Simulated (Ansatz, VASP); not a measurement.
**One calculation of Zr, two programs**

```
Zr
1.0
     3.24458    0.00000    0.00000
    -1.62229    2.80989    0.00000
     0.00000    0.00000    5.15736
Zr
2
Direct
  0.33333 0.66667 0.25000
  0.66667 0.33333 0.75000
```

Alike in both runs: task single point; functional r2SCAN; k mesh 11 × 11 × 6; occupations fermi-dirac, width 0.1 eV; no spin polarisation.

|  | VASP | Ansatz |
| --- | --- | --- |
| version | VASP 6.6.1 | Ansatz 0.2.0 |
| potentials or method | VASP PAW PBE potentials, release 64 (Zr_sv), cutoff 520 eV | plane waves (500 eV) with PAW, scalar-relativistic |
| valence electrons in the cell | 24 | 24 |

|  | VASP | Ansatz | Ansatz less VASP |
| --- | --- | --- | --- |
| pressure (GPa) | 0.0 | 0.0 | +0.02 |

VASP's potentials were made for PBE, not for r2SCAN.
